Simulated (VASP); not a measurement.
# BaLiF3 (P4/mmm) in VASP: a series of runs, part 2 of 2

VASP 6.6.1. Earlier steps stand in the parts before.

### Step 5. Single point, LDA (strain -0.030 along x and y, +0.000 along z)

INCAR reads:

```
SYSTEM = BaLiF3
ALGO = Normal
EDIFF = 1E-6
ENCUT = 1350
GGA = CA
GGA_COMPAT = .False.
ISIF = 2
ISMEAR = 0
LASPH = .True.
LCHARG = .False.
LREAL = .False.
LWAVE = .False.
NBANDS = 25
NELM = 120
PREC = Accurate
SIGMA = 0.05
```

KPOINTS reads:

```
k-points
0
Gamma
  6 6 6
  0 0 0
```

POSCAR reads:

```
BaLiF3
1.0
    3.8689241908      0.0000000000      0.0000000000
    0.0000000000      3.8689241908      0.0000000000
    0.0000000000      0.0000000000      3.9885816400
Ba Li F
1 1 3
Direct
    0.0000000000      0.0000000000      0.0000000000
    0.5000000000      0.5000000000      0.5000000000
    0.0000000000      0.5000000000      0.5000000000
    0.5000000000      0.5000000000      0.0000000000
    0.5000000000      0.0000000000      0.5000000000
```

Potentials or basis: VASP PAW LDA potentials, release 64 (Ba_sv, Li_sv, F_h).

Launch:

```sh
cat potpaw_LDA.64/Ba_sv/POTCAR potpaw_LDA.64/Li_sv/POTCAR potpaw_LDA.64/F_h/POTCAR > POTCAR
mpirun -np 1 vasp_std > vasp.out
```

OUTCAR:

```text
SYSTEM = BaLiF3
   EDIFF = 1E-6
   ENCUT = 1350
   GGA = CA
   ISIF = 2
   ISMEAR = 0
   LASPH = .True.
   LREAL = .False.
   NELM = 120
   PREC = Accurate

 ion  position               nearest neighbor table
   1  0.000  0.000  0.000-   4 2.74   4 2.74   4 2.74   4 2.74   5 2.78   3 2.78   3 2.78   3 2.78
                             5 2.78   5 2.78   5 2.78   3 2.78   2 3.39   2 3.39   2 3.39   2 3.39
   2  0.500  0.500  0.500-   3 1.93   5 1.93   5 1.93   3 1.93   4 1.99   4 1.99   1 3.39   1 3.39
                             1 3.39   1 3.39   1 3.39   1 3.39   1 3.39   1 3.39
   3  0.000  0.500  0.500-   2 1.93   2 1.93   1 2.78   1 2.78   1 2.78   1 2.78
   4  0.500  0.500  0.000-   2 1.99   2 1.99   1 2.74   1 2.74   1 2.74   1 2.74
   5  0.500  0.000  0.500-   2 1.93   2 1.93   1 2.78   1 2.78   1 2.78   1 2.78

  LATTYP: Found a simple tetragonal cell.
 ALAT       =     3.8689241908
 C/A-ratio  =     1.0309278351

  Lattice vectors:

 A1 = (   3.8689241908,   0.0000000000,   0.0000000000)
 A2 = (   0.0000000000,   3.8689241908,   0.0000000000)
 A3 = (   0.0000000000,   0.0000000000,   3.9885816400)

Analysis of symmetry for initial positions (statically):
=====================================================================
 Subroutine PRICEL returns:
 Original cell was already a primitive cell.

 Routine SETGRP: Setting up the symmetry group for a
 simple tetragonal supercell.

 Subroutine GETGRP returns: Found 16 space group operations
 (whereof 16 operations were pure point group operations)
 out of a pool of 16 trial point group operations.

The static configuration has the point symmetry D_4h.

Analysis of symmetry for dynamics (positions and initial velocities):
=====================================================================
 Subroutine PRICEL returns:
 Original cell was already a primitive cell.

 Routine SETGRP: Setting up the symmetry group for a
 simple tetragonal supercell.

 Subroutine GETGRP returns: Found 16 space group operations
 (whereof 16 operations were pure point group operations)
 out of a pool of 16 trial point group operations.

The dynamic configuration has the point symmetry D_4h.

 Subroutine INISYM returns: Found 16 space group operations
 (whereof 16 operations are pure point group operations),
 and found     1 'primitive' translations

----------------------------------------------------------------------------------------

                                     Primitive cell

  volume of cell :      59.7034

  direct lattice vectors                    reciprocal lattice vectors
     3.868924191  0.000000000  0.000000000     0.258469784  0.000000000  0.000000000
     0.000000000  3.868924191  0.000000000     0.000000000  0.258469784  0.000000000
     0.000000000  0.000000000  3.988581640     0.000000000  0.000000000  0.250715691

  length of vectors
     3.868924191  3.868924191  3.988581640     0.258469784  0.258469784  0.250715691

  position of ions in fractional coordinates (direct lattice)
     0.000000000  0.000000000  0.000000000
     0.500000000  0.500000000  0.500000000
     0.000000000  0.500000000  0.500000000
     0.500000000  0.500000000  0.000000000
[... 35 lines left out ...]

 Following reciprocal coordinates:
            Coordinates               Weight
  0.000000  0.000000  0.000000      1.000000
  0.166667  0.000000  0.000000      4.000000
  0.333333  0.000000  0.000000      4.000000
  0.500000  0.000000  0.000000      2.000000
  0.166667  0.166667  0.000000      4.000000
  0.333333  0.166667  0.000000      8.000000
[... 16 lines left out ...]
  0.333333  0.000000  0.333333      8.000000
  0.500000  0.000000  0.333333      4.000000
 [... further k-points ...]
   k-points           NKPTS =     40   k-points in BZ     NKDIM =     40   number of bands    NBANDS=     25
   number of dos      NEDOS =    301   number of ions     NIONS =      5
   total plane-waves  NPLWV = 110592
   dimension x,y,z NGX =    48 NGY =   48 NGZ =   48
   dimension x,y,z NGXF=    96 NGYF=   96 NGZF=   96
   ions per type =               1   1   3
   NGX,Y,Z   is equivalent  to a cutoff of  20.63, 20.63, 20.01 a.u.
   NGXF,Y,Z  is equivalent  to a cutoff of  41.25, 41.25, 40.01 a.u.
 SYSTEM =  BaLiF3
   PREC   = accura    normal or accurate (medium, high low for compatibility)
   ISTART =      0    job   : 0-new  1-cont  2-samecut
   ICHARG =      2    charge: 1-file 2-atom 10-const
   ISPIN  =      1    spin polarized calculation?
   LNONCOLLINEAR =      F non collinear calculations
   LSORBIT =      F    spin-orbit coupling
   LASPH  =      T    aspherical Exc in radial PAW
   ENCUT  = 1350.0 eV  99.22 Ry    9.96 a.u.  11.59 11.59 11.95*2*pi/ulx,y,z
   NELM   =    120;   NELMIN=  2; NELMDL= -5     # of ELM steps
   EDIFF  = 0.1E-05   stopping-criterion for ELM
   LREAL  =      F    real-space projection
   EDIFFG = 0.1E-04   stopping-criterion for IOM
   NSW    =      0    number of steps for IOM
   IBRION =     -1    ionic relax: 0-MD 1-quasi-New 2-CG
   NFREE  =      0    steps in history (QN), initial steepest desc. (CG)
   ISIF   =      2    stress and relaxation
   ISYM   =      2    0-nonsym 1-usesym 2-fastsym
   POTIM  = 0.5000    time-step for ionic-motion
   TEBEG  =    0.0;   TEEND  =   0.0 temperature during run
   PSTRESS=    0.0 pullay stress
   NELECT =      34.0000    total number of electrons
   NUPDOWN=      -1.0000    fix difference up-down
   EMIN   =  10.00;   EMAX   =-10.00  energy-range for DOS
   EFERMI =   0.00;   METHOD = LEGACY
   ISMEAR =     0;   SIGMA  =   0.05  broadening in eV -4-tet -1-fermi 0-gaus
   EFERMI_NEDOS =   21; number of points for ismear=-14 and -15
   IALGO  =     38    algorithm
   IMIX   =      4    mixing-type and parameters
     AMIX     =   0.40;   BMIX     =  1.00
     AMIX_MAG =   1.60;   BMIX_MAG =  1.00
  volume/ion in A,a.u.               =      11.94        80.58
  Fermi-wavevector in a.u.,A,eV,Ry     =   1.356963  2.564289 25.053086  1.841350
  Thomas-Fermi vector in A             =   2.483922
   LORBIT       =      0    0 simple, 1 ext, 2 COOP (PROOUT), +10 PAW based schemes
   GGA     = CA    functional components
   LHFCALC =     F    Hartree Fock is set to
   AEXX    =    0.0000 exact exchange contribution
   IVDW    =     0    specifies the selected vdW correction
   LEPSILON=     F    determine dielectric tensor
   LRPA    =     F    only Hartree local field effects (RPA)
 non-spin polarized calculation
 Gauss-broadening in eV      SIGMA  =   0.05
  energy-cutoff  :     1350.00
  volume of cell :       59.70
 maximum number of plane-waves:      6787
 NGX is ok and might be reduce to    48
   NGX = 23   NGY = 23   NGZ = 23

 number of electron      33.9999997 magnetization

 Free energy of the ion-electron system (eV)
  ---------------------------------------------------
  ext. energy  EPLUGINS =         0.00000000
  ---------------------------------------------------
  free energy    TOTEN  =       -29.29534507 eV

  energy without entropy =      -29.29534507  energy(sigma->0) =      -29.29534507

 E-fermi :   0.2802     XC(G=0): -11.0405

 val. band max:       -0.0334025686   @ k =   0.0000   0.0000   0.0000
 cond. band min:       6.3531539930   @ k =   0.0000   0.0000   0.0000
 fundamental gap:      6.3865565615
 Fermi energy:         0.2802447474

 k-point     1 :       0.0000    0.0000    0.0000
  band No.  band energies     occupation
      1     -39.5633      2.00000
      2     -23.3388      2.00000
      3     -19.3485      2.00000
      4     -19.0353      2.00000
      5     -18.9068      2.00000
      6      -8.3952      2.00000
[... 661 lines left out ...]
     24      14.0465      0.00000
     25      15.8259      0.00000

 [... further k-points ...]

------------------------ aborting loop because EDIFF is reached ----------------------------------------

  FORCE on cell =-STRESS in cart. coord.  units (eV):
  Direction    XX          YY          ZZ          XY          YZ          ZX
  --------------------------------------------------------------------------------------
  -------------------------------------------------------------------------------------
  Total        0.2324212      0.2324212     -0.9160814      0.0000000      0.0000000      0.0000000
  in kB        6.2371671      6.2371671    -24.5836135      0.0000000      0.0000000      0.0000000
  external PRESSURE =      -4.0364264 kB  Pullay stress =       0.0000000 kB

 VOLUME and BASIS-vectors are now :
 -----------------------------------------------------------------------------
  energy-cutoff  :     1350.00
  volume of cell :       59.70
      direct lattice vectors                 reciprocal lattice vectors
     3.868924191  0.000000000  0.000000000     0.258469784  0.000000000  0.000000000
     0.000000000  3.868924191  0.000000000     0.000000000  0.258469784  0.000000000
     0.000000000  0.000000000  3.988581640     0.000000000  0.000000000  0.250715691

 POSITION                                       TOTAL-FORCE (eV/Angst)
 -----------------------------------------------------------------------------------
      0.00000      0.00000      0.00000         0.000000      0.000000      0.000000
      1.93446      1.93446      1.99429         0.000000      0.000000      0.000000
      0.00000      1.93446      1.99429         0.000000      0.000000      0.000000
      1.93446      1.93446      0.00000         0.000000      0.000000      0.000000
      1.93446      0.00000      1.99429         0.000000      0.000000      0.000000
 -----------------------------------------------------------------------------------
    total drift:                                0.000000      0.000000     -0.000000

  FREE ENERGIE OF THE ION-ELECTRON SYSTEM (eV)
  ---------------------------------------------------
  free  energy   TOTEN  =       -29.2953450715 eV

  energy  without entropy=      -29.2953450715  energy(sigma->0) =      -29.29534507
```

stdout:

```text
POSCAR found type information on POSCAR BaLiF
 POSCAR found :  3 types and       5 ions
 scaLAPACK will be used
 LDA part: xc-table for (Slater(with rela. corr.)+CA(PZ))
 , standard interpolation
 POSCAR, INCAR and KPOINTS ok, starting setup
 FFT: planning ... GRIDC
 FFT: planning ... GRID_SOFT
 FFT: planning ... GRID
 WAVECAR not read
 entering main loop
```

Run time: 3.7 min. Hardware: 1 thread of Intel Xeon Platinum 8375C at 2.90GHz (Ice Lake), shared host; peak memory 0.42 GiB.

What came out:

| Quantity | Value |
| --- | --- |
| Free energy | -29.2953 eV |
| Pressure | -0.4 GPa |
| Band gap on the k mesh | 6.39 eV |

Stress tensor (GPa, compression positive):
```
 0.62  0.00  0.00
 0.00  0.62  0.00
 0.00  0.00 -2.46
```

Levels at points of the mesh, in eV from the valence-band top:
| k point | band 14 | band 15 | band 16 | band 17 | band 18 | band 19 | band 20 | band 21 |
| --- | --- | --- | --- | --- | --- | --- | --- | --- |
| (0.00, 0.00, 0.00) | -0.92 | 0.00 | 0.00 | 0.00 | 6.39 | 6.72 | 8.45 | 9.99 |
| (0.50, 0.00, 0.00) | -0.82 | -0.81 | -0.68 | -0.55 | 8.26 | 8.91 | 10.53 | 10.96 |
| (0.50, 0.50, 0.00) | -0.64 | -0.64 | -0.20 | -0.11 | 9.11 | 9.65 | 10.96 | 10.96 |
| (0.00, 0.00, 0.50) | -0.89 | -0.89 | -0.47 | -0.47 | 7.89 | 8.71 | 10.63 | 11.14 |
| (0.50, 0.00, 0.50) | -0.63 | -0.60 | -0.33 | -0.31 | 9.08 | 9.25 | 11.20 | 11.27 |
| (0.50, 0.50, 0.50) | -0.27 | -0.27 | -0.19 | -0.06 | 8.14 | 8.14 | 8.14 | 12.25 |

Caveat: the cell differs from its parent crystal (strain -0.030 along x and y, +0.000 along z); spin-orbit coupling is left out, which moves the levels of the heavy elements.

### Step 6. Overview

| cell | gap on the mesh (eV) | pressure (GPa) |
| --- | --- | --- |
| a = 3.929, b = 3.929, c = 3.989 Å, 5 atoms | 6.44 | -3.1 |
| a = 3.869, b = 3.869, c = 3.929 Å, 5 atoms | 6.49 | 0.9 |
| a = 3.869, b = 3.869, c = 4.108 Å, 5 atoms | 6.10 | -2.7 |
| a = 3.869, b = 3.869, c = 3.989 Å, 5 atoms | 6.39 | -0.4 |

Alike in all rows: task single point; level LDA; potentials or basis VASP PAW LDA potentials, release 64 (Ba_sv, Li_sv, F_h); no spin polarisation; k mesh 6 × 6 × 6; cutoff (eV) 1350; smearing gaussian 0.05 eV.

Caveats: spin-orbit coupling is left out, which moves the levels of the heavy elements; the cell stands under tension (at least some runs); the stress differs along the axes, from -6 to -1 GPa (at least some runs).

Total energies depend on the potentials used, so only differences within one code and one set of settings carry meaning.
